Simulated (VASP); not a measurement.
Here is a VASP 6.6.1 calculation.

POSCAR

```
Si3Sn
1.0
    4.0376389110      0.0000000000      0.0000000000
    0.0000000000      4.0376389110      0.0000000000
    0.0000000000      0.0000000000      5.7486205295
Si Sn
3 1
Direct
    0.5000000000      0.0000000000      0.7746010627
    0.5000000000      0.5000000000      0.0000000000
    0.0000000000      0.5000000000      0.2253989373
    0.0000000000      0.0000000000      0.5000000000
```

Contents of INCAR.step1:

```
PREC = Accurate ; ENCUT = 520
ISMEAR = 0 ; SIGMA = 0.01
LREAL = False ; LASPH = True
NELM = 100 ; NBANDS = 21
GGA = PE ; ALGO = Normal
EDIFF = 1E-4 ; LWAVE = True
LCHARG = False
```

File INCAR.step2:

```
PREC = Accurate ; ENCUT = 520
EDIFF = 1E-6 ; ISMEAR = 0
SIGMA = 0.01 ; LREAL = False
LASPH = True ; NELM = 100
ALGO = Normal ; ISIF = 2
LWAVE = False ; LCHARG = False
METAGGA = R2SCAN ; LMIXTAU = True
NBANDS = 21 ; ISTART = 1
```

KPOINTS

```
regular mesh
0
Gamma
  6 6 4
```

Potentials or basis: VASP PAW PBE potentials, release 64 (Si, Sn_d).

Command:

```console
$ cat potpaw_PBE.64/Si/POTCAR potpaw_PBE.64/Sn_d/POTCAR > POTCAR
$ cp INCAR.step1 INCAR
$ mpirun -np 1 vasp_std > vasp.out
$ cp INCAR.step2 INCAR
$ mpirun -np 1 vasp_std > vasp.out
```

Problem. Predict the band gap on the k mesh.

Solution. 0.41 eV, indirect (least direct gap 0.69 eV).

Problem. Predict the pressure.

Solution. -0.2 GPa.

Problem. Predict the largest force.

Solution. 0.005 eV/Å.

Forces on the atoms (eV/Å):
```
Si   0.000  0.000  0.005
Si   0.000  0.000  0.000
Si   0.000  0.000 -0.005
Sn   0.000  0.000  0.000
```

Caveat: the PAW data sets were made with another functional, which shifts forces and pressure a little; spin-orbit coupling is left out, which moves the levels of the heavy elements. r2SCAN opens gaps a little over a GGA but as a rule still falls short of measured ones.
